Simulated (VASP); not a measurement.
A run of VASP 6.6.1 is set up as follows.

INCAR

```
ALGO = Normal
EDIFF = 1E-7
EDIFFG = -0.01
ENCUT = 600
GGA = PE
IBRION = 2
ISIF = 3
ISMEAR = -1
LASPH = True
LCHARG = False
LREAL = False
LWAVE = False
NELM = 80
NSW = 60
PREC = Accurate
SIGMA = 0.05
```

KPOINTS

```
k-points
0
Gamma
  6 6 10
```

The input POSCAR:

```
MoN2
1.0
    4.3480530000      0.0000000000      0.0000000000
    0.0000000000      4.3480530000      0.0000000000
    0.0000000000      0.0000000000      2.7674600000
Mo N
2 4
Direct
    0.0000000000      0.0000000000      0.0000000000
    0.5000000000      0.5000000000      0.0000000000
    0.6116470000      0.8883530000      0.5000000000
    0.3883530000      0.1116470000      0.5000000000
    0.1116470000      0.6116470000      0.5000000000
    0.8883530000      0.3883530000      0.5000000000
```

Potentials or basis: VASP PAW PBE potentials, release 64 (Mo_sv, N).

Launch:

```bash
$ cat potpaw_PBE.64/Mo_sv/POTCAR potpaw_PBE.64/N/POTCAR > POTCAR
$ mpirun -np 1 vasp_std > vasp.out
```

(1) Estimate the space group after relaxing (to 0.1 Å).

(2) Predict the relaxed volume.

(3) Predict the band gap on the k mesh.

Answers

(1) P4/mbm (No. 127).

(2) 8.62 Å³/atom.

(3) zero (bands 24 and 25 overlap by 2.03 eV).
